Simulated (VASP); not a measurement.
WS2, 3 atoms in the cell. The cell holds a slab with vacuum, 3 atoms: a = 2.929 Å, b = 2.929 Å, c = 16.951 Å, α = 90.00°, β = 90.00°, γ = 120.00°.  This cell differs from its parent crystal: strain -0.080 along x and y, +0.000 along z.

```yaml
Program: VASP 6.6.1
Task: single point
Functional: PBEsol
Potentials_or_basis: VASP PAW PBE potentials, release 64 (W_sv, S)
Cutoff: 520 eV
k_mesh: 12 × 12 × 2
Occupations: gaussian, width 0.05 eV
Spin: no spin polarisation
Dipole_correction: no
Further_INCAR_settings: ALGO = Normal; EDIFF = 1e-06; NBANDS = 20
```

Potentials or basis: VASP PAW PBE potentials, release 64 (W_sv, S).

Run with:

```console
$ cat potpaw_PBE.64/W_sv/POTCAR potpaw_PBE.64/S/POTCAR > POTCAR
$ mpirun -np 1 vasp_std > vasp.out
```

Hardware: 1 thread of AMD EPYC 9R45 96-Core Processor (Zen 5), on a shared host.

Question: How long does it take, and how much memory?

Answer: Wall time 89 s on 1 thread of AMD EPYC 9R45 96-Core Processor (Zen 5), with other jobs on the host, peak memory 0.26 GiB. Counts: scf iterations 22, k points 38.
